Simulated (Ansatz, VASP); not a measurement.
## One calculation of Nb, two programs

```
Nb
1.0
     0.00000    2.11500    2.11500
     2.27363    0.00000    2.11500
     2.27363    2.11500    0.00000
Nb
1
Cartesian
  0.0000 0.0000 0.0000
```

Change from the starting cell: strain +0.0750 x Voigt [1, 0, 0, 0, 0, 0], atoms carried along.

Alike in both runs: task single point; functional PBE; k mesh 20 × 20 × 20; occupations gaussian, width 0.15 eV; no spin polarisation.

|  | VASP | Ansatz |
| --- | --- | --- |
| version | VASP 6.6.1 | Ansatz 0.2.0 |
| potentials or method | VASP PAW PBE potentials, release 64 (Nb_sv), cutoff 520 eV | scalar-relativistic, plane waves, PAW |
| valence electrons in the cell | 13 | 13 |

|  | VASP | Ansatz | Ansatz less VASP |
| --- | --- | --- | --- |
| gap on the k mesh at the Fermi level (eV) | none | none | - |
| pressure (GPa) | -12.3 | -12.0 | +0.26 |
| traceless stress, the component that is largest in VASP (GPa) | 6.97 | 7.02 | +0.051 |

A gap of «none» marks a metal or a gap that the smearing closes.
